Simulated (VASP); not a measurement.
Runs of VASP 6.6.1 on TeP2. The structure is that of space group P4/mmm (No. 123), or close to it. The cells are those of the table. The cell was built from a structure type or drawn by symmetry, and may not be a known phase.

| task | cell | k mesh | cutoff (eV) | gap on the mesh (eV) | pressure (GPa) | relaxed volume (Å³/atom) | largest force (eV/Å) |
| --- | --- | --- | --- | --- | --- | --- | --- |
| single point | a = 3.695, b = 3.695, c = 5.035 Å, 3 atoms | 12 × 12 × 10 | 520 | none | -0.2 | - | 0.05 |
| relaxation of cell and atoms | relaxed from a = 3.237, b = 3.237, c = 6.679 Å, 3 atoms | 6 × 6 × 4 | 600 | none | 0.0 | 22.88 | 0.01 |
| single point | a = 3.689, b = 3.689, c = 5.024 Å, 3 atoms | 6 × 6 × 4 | 520 | none | (a) | - | 0.02 |
| relaxation of cell and atoms | relaxed from a = 3.689, b = 3.689, c = 5.024 Å, 3 atoms | 12 × 12 × 10 | 600 | none | 0.0 | 22.89 | 0.01 |

Alike in all rows: level PBE; potentials or basis VASP PAW PBE potentials, release 64 (Te, P); no spin polarisation; smearing gaussian 0.1 eV.

Problem. Fill in the values left out.

Solution. (a) 0.1.

Caveats: spin-orbit coupling is left out, which moves the levels of the heavy elements; a cell axis changed by over 15 % at a fixed basis, so the end point is rough (at least some runs).

A k mesh can miss the band edges, and the runs leave out spin-orbit coupling on Te.

A gap of «none» marks levels without a gap at the run's occupations.
